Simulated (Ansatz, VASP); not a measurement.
One calculation of Ba2Te2H, two programs

File INCAR:

```
SYSTEM = Ba2Te2H
  PREC = Accurate
  ENCUT = 600
  EDIFF = 1E-6
  ISMEAR = 0
  SIGMA = 0.1
  LREAL = .FALSE.
  LASPH = .TRUE.
  NELM = 100
  ALGO = Normal
  ISIF = 3
  LWAVE = .FALSE.
  LCHARG = .FALSE.
  GGA = PE
  IBRION = 2
  NSW = 90
  EDIFFG = -0.04
```

File KPOINTS:

```
Automatic mesh
0
G
  4 4 4
  0 0 0
```

The input POSCAR:

```
Ba2Te2H
1.0
    6.2374123011      0.0000000000      0.0000000000
    0.0000000000      6.2374123011      0.0000000000
    0.0000000000      0.0000000000      5.0164120816
Ba Te H
2 2 1
Direct
    0.5000000000      0.0000000000      0.7754126649
    0.0000000000      0.5000000000      0.2245873351
    0.0000000000      0.0000000000      0.5000000000
    0.5000000000      0.5000000000      0.0000000000
    0.0000000000      0.0000000000      0.0000000000
```

Input for Ansatz:

```yaml
crystal:
  lattice:
    - [6.2374123011, 0.0, 0.0]
    - [0.0, 6.2374123011, 0.0]
    - [0.0, 0.0, 5.0164120816]
  atoms:
    - { symbol: Ba, position: [0.5, 0.0, 0.7754126649] }
    - { symbol: Ba, position: [0.0, 0.5, 0.2245873351] }
    - { symbol: Te, position: [0.0, 0.0, 0.5] }
    - { symbol: Te, position: [0.5, 0.5, 0.0] }
    - { symbol: H, position: [0.0, 0.0, 0.0] }
basis:
  ecutwfc: 420
kpoints:
  mp_grid: { grid: [4, 4, 4] }
hamiltonian:
  xc: pbe
scf:
  occupations: { method: gaussian, width: 0.1 }
  lower_state_search: "off"
output:
  forces: true
  stress: true
  eigenvalues: true
relax:
  adjacent_minimum: "off"
  f_tol: 0.04
  max_steps: 70
  cell: { stress_tol: 0.4 }
```

Change from the starting cell: ordered mixture with vacancies on the anion sites of fluorite (P-4m2, No. 115).

Alike in both runs: task relaxation of cell and atoms; functional PBE; k mesh 4 × 4 × 4; occupations gaussian, width 0.1 eV; no spin polarisation.

```csv
,VASP,Ansatz
version,VASP 6.6.1,Ansatz 0.2.0
potentials or method,"VASP PAW PBE potentials, release 64 (Ba_sv, Te, H), cutoff 600 eV","scalar-relativistic, plane waves, PAW"
valence electrons in the cell,33,53
```

VASP gave:

- gap on the k mesh at the Fermi level, each at its own relaxed structure (eV): none
- relaxed volume (Å³/atom): 40.64
- relaxed length of the cell vector where the two differ most in proportion (Å): 5.216

**Question.** What did Ansatz give for the same quantities?

**Answer.** gap on the k mesh at the Fermi level, each at its own relaxed structure (eV): none; relaxed volume (Å³/atom): 39.59; relaxed length of the cell vector where the two differ most in proportion (Å): 5.093.

A gap of «none» marks a metal or a gap that the smearing closes. VASP's potentials hold 33 valence electrons a cell and Ansatz's 53, so a difference there can come from the potentials and not from the codes.

Neither program's run includes spin-orbit coupling.
